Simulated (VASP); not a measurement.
Fe, 1 atom in the cell. Symmetry: Im-3m, No. 229, cubic system. The conventional cell has a = 2.534 Å, b = 2.534 Å, c = 2.534 Å, α = 90.00°, β = 90.00°, γ = 90.00°. Fe (site symmetry m-3m) has 14 Fe at 2.19 to 2.53 Å within 2.9 Å. 

- Program: VASP 6.6.1
- Task: single point
- Functional: PBE
- Potentials or basis: VASP PAW PBE potentials, release 64 (Fe)
- Cutoff: 520 eV
- k mesh: 21 × 21 × 21
- Occupations: fermi-dirac, width 0.08 eV
- Spin: collinear spin, ferromagnetic start
- Starting moments: [2.5] μB
- Dipole correction: no
- Further INCAR settings: ALGO = Normal; EDIFF = 1e-06; NBANDS = 14

Potentials or basis: VASP PAW PBE potentials, release 64 (Fe).

Command:

```sh
$ cat potpaw_PBE.64/Fe/POTCAR > POTCAR
$ mpirun -np 1 vasp_std > vasp.out
```

Hardware: 1 thread of Intel(R) Xeon(R) 6975P-C (Granite Rapids), with other jobs on the host.

Question: Estimate the wall time of this run.

Answer: Run time: 17 s on 1 thread of Intel(R) Xeon(R) 6975P-C (Granite Rapids), on a shared host, peak memory 0.16 GiB. Counts: scf iterations 13, k points 286.
